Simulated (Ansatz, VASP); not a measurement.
**HgTe in VASP and in Ansatz**

```
Hg Te
1.0
     4.83203    0.00000    0.00000
     0.00000    4.83203    0.00000
     0.00000    0.00000    4.90531
Hg Te
2 2
Direct
  0.00000 0.00000 0.00000
  0.50000 0.50000 0.00000
  0.00000 0.50000 0.34310
  0.50000 0.00000 0.65690
```

Alike in both runs: functional PBE; dispersion D3(BJ); k mesh 4 × 4 × 4; occupations gaussian, width 0.1 eV; no spin polarisation.

Ansatz relaxed the structure, and its values are those at the end. VASP's run is a single point on that final structure, the one shown.

|  | VASP | Ansatz |
| --- | --- | --- |
| version | VASP 6.6.1 | Ansatz 0.2.0 |
| potentials or method | VASP PAW PBE potentials, release 64 (Hg, Te), cutoff 520 eV | scalar-relativistic, plane waves, PAW |
| valence electrons in the cell | 36 | 72 |

|  | VASP | Ansatz | Ansatz less VASP |
| --- | --- | --- | --- |
| gap on the k mesh at the Fermi level (eV) | none | none | - |
| pressure (GPa) | 0.1 | 0.0 | -0.13 |
| rms of the force components (eV/Å) | 0.005 | 0.009 | +0.0041 |

A gap of «none» marks a metal or a gap that the smearing closes. VASP's potentials hold 36 valence electrons a cell and Ansatz's 72, so a difference there can come from the potentials and not from the codes.

Neither program's run includes spin-orbit coupling.
